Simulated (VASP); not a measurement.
Wanted: the native input for a VASP 6.6.1 run.

* Task: single point
* Functional: PBE
* Potentials or basis: VASP PAW PBE potentials, release 64 (Sr_sv, Be)
* Cutoff: 520 eV
* k mesh: 6 × 6 × 6
* Occupations: gaussian, width 0.1 eV
* Spin: no spin polarisation
* Dipole correction: no
* Further INCAR settings: ALGO = Normal; EDIFF = 1e-06; NBANDS = 24

The structure of Sr3Be lies in POSCAR:

```
Sr3Be
1.0
   -2.2791865041      2.2791865041      5.0911698533
    2.2791865041     -2.2791865041      5.0911698533
    2.2791865041      2.2791865041     -5.0911698533
Sr Be
3 1
Direct
    0.5000000000      0.5000000000      0.0000000000
    0.2500000000      0.7500000000      0.5000000000
    0.7500000000      0.2500000000      0.5000000000
    0.0000000000      0.0000000000      0.0000000000
```

One way to write it, as run:

INCAR

```
SYSTEM = Sr3Be
PREC = Accurate ; ENCUT = 520
EDIFF = 1E-6 ; ISMEAR = 0
SIGMA = 0.1 ; LREAL = .False.
LASPH = .True. ; NELM = 100
ALGO = Normal ; ISIF = 2
LWAVE = .False. ; LCHARG = .True.
GGA = PE ; LELF = .True.
LVHAR = .True. ; NBANDS = 24
```

KPOINTS

```
regular mesh
0
Gamma
  6 6 6
  0 0 0
```

Potentials or basis: VASP PAW PBE potentials, release 64 (Sr_sv, Be).

Launch:

```console
$ cat potpaw_PBE.64/Sr_sv/POTCAR potpaw_PBE.64/Be/POTCAR > POTCAR
$ mpirun -np 1 vasp_std > vasp.out
```

Results of the run:

```json
{
 "Pressure": "10.9 GPa",
 "Band gap on the k mesh": "zero (bands 16 and 17 overlap by 0.46 eV)"
}
```

Caveat: the cell stands under pressure.

Wall time 2.5 min on 1 thread of Oxide Virtual Turin-like Processor, on a shared host, peak memory 0.31 GiB.
